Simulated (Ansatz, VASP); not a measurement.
## SiC: VASP beside Ansatz

INCAR

```
SYSTEM = SiC
PREC     = Accurate       ! precision mode
ENCUT    = 600            ! plane-wave cutoff, eV
EDIFF    = 1E-6           ! SCF threshold, eV
ISMEAR   = 0              ! smearing method
SIGMA    = 0.02           ! smearing width, eV
LREAL    = .False.        ! projectors in reciprocal space
LASPH    = .True.         ! aspherical terms in the spheres
NELM     = 100            ! most SCF steps
ALGO     = Normal         ! electronic algorithm
ISIF     = 3              ! what is computed and relaxed
LWAVE    = .False.        ! write WAVECAR
LCHARG   = .False.        ! write CHGCAR
GGA      = PE             ! functional
IBRION   = 2              ! ionic algorithm
NSW      = 100            ! ionic steps
EDIFFG   = -0.005         ! ionic threshold
```

File KPOINTS:

```
regular mesh
0
Gamma
  12 12 4
  0 0 0
```

File POSCAR:

```
SiC
1.0
    3.0756941497      0.0000000000      0.0000000000
   -1.5378470748      2.6636292679      0.0000000000
    0.0000000000      0.0000000000     10.0706464800
Si C
4 4
Direct
    0.6666666700      0.3333333300      0.9378419800
    0.3333333300      0.6666666700      0.4378419800
    0.0000000000      0.0000000000      0.6878943800
    0.0000000000      0.0000000000      0.1878943800
    0.6666666700      0.3333333300      0.7498025900
    0.3333333300      0.6666666700      0.2498025900
    0.0000000000      0.0000000000      0.5004600500
    0.0000000000      0.0000000000      0.0004600500
```

Input for Ansatz:

```yaml
crystal:
  lattice:
    - [3.0756941497, 0.0, 0.0]
    - [-1.5378470748, 2.6636292679, 0.0]
    - [0.0, 0.0, 10.07064648]
  atoms:
    - { symbol: Si, position: [0.66666667, 0.33333333, 0.93784198] }
    - { symbol: Si, position: [0.33333333, 0.66666667, 0.43784198] }
    - { symbol: Si, position: [0.0, 0.0, 0.68789438] }
    - { symbol: Si, position: [0.0, 0.0, 0.18789438] }
    - { symbol: C, position: [0.66666667, 0.33333333, 0.74980259] }
    - { symbol: C, position: [0.33333333, 0.66666667, 0.24980259] }
    - { symbol: C, position: [0.0, 0.0, 0.50046005] }
    - { symbol: C, position: [0.0, 0.0, 0.00046005] }
basis:
  ecutwfc: 420
  ecutrho_ratio: 6
kpoints:
  mp_grid: { grid: [12, 12, 4] }
hamiltonian:
  xc: pbe
scf:
  occupations: { method: gaussian, width: 0.02 }
  algorithm: density_mixing
output:
  forces: true
  eigenvalues: true
  stress: true
relax:
  adjacent_minimum: "off"
  f_tol: 0.005
  max_steps: 80
  cell: { stress_tol: 0.05 }
```

Alike in both runs: task relaxation of cell and atoms; functional PBE; k mesh 12 × 12 × 4; occupations gaussian, width 0.02 eV; no spin polarisation.

|  | VASP | Ansatz |
| --- | --- | --- |
| version | VASP 6.6.1 | Ansatz 0.2.0 |
| potentials or method | VASP PAW PBE potentials, release 64 (Si, C), cutoff 600 eV | scalar-relativistic, plane waves, PAW |
| valence electrons in the cell | 32 | 32 |

Ansatz gave:

- gap on the k mesh at the Fermi level, each at its own relaxed structure (eV): 2.22
- relaxed volume (Å³/atom): 10.50
- relaxed cell length with the largest relative difference (Å): 3.094

Problem. What did VASP give for the same quantities?

Solution. gap on the k mesh at the Fermi level, each at its own relaxed structure (eV): 2.22; relaxed volume (Å³/atom): 10.49; relaxed cell length with the largest relative difference (Å): 3.093.
